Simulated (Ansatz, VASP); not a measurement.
## Two plane-wave programs on Ir

```xyz
2
Lattice="-2.3860 2.3860 1.3123 2.3860 -2.3860 1.3123 2.3860 2.3860 -1.3123" Properties=species:S:1:pos:R:3 pbc="T T T"
Ir    0.0000   -1.1930   -0.3281
Ir    0.0000    1.1930    0.3281
```

Alike in both runs: task relaxation of cell and atoms; functional PBE; k mesh 18 × 18 × 18; occupations fermi-dirac, width 0.05 eV; no spin polarisation.

|  | VASP | Ansatz |
| --- | --- | --- |
| version | VASP 6.6.1 | Ansatz 0.2.0 |
| potentials or method | VASP PAW PBE potentials, release 64 (Ir) | PAW with Ansatz's default frozen-core files, scalar-relativistic |
| plane-wave cutoff (eV) | 600 | 420 |
| valence electrons in the cell | 18 | 34 |

Ansatz gave:

| Quantity | Value |
| --- | --- |
| relaxed volume (Å³/atom) | 16.22 |
| relaxed cell length with the largest relative difference (Å) | 3.697 |

Problem. Estimate VASP's values.

Solution. Relaxed volume (Å³/atom): 16.23; relaxed cell length with the largest relative difference (Å): 3.699.

VASP's potentials hold 18 valence electrons a cell and Ansatz's 34, so a difference there can come from the potentials and not from the codes.

Neither program's run includes spin-orbit coupling.
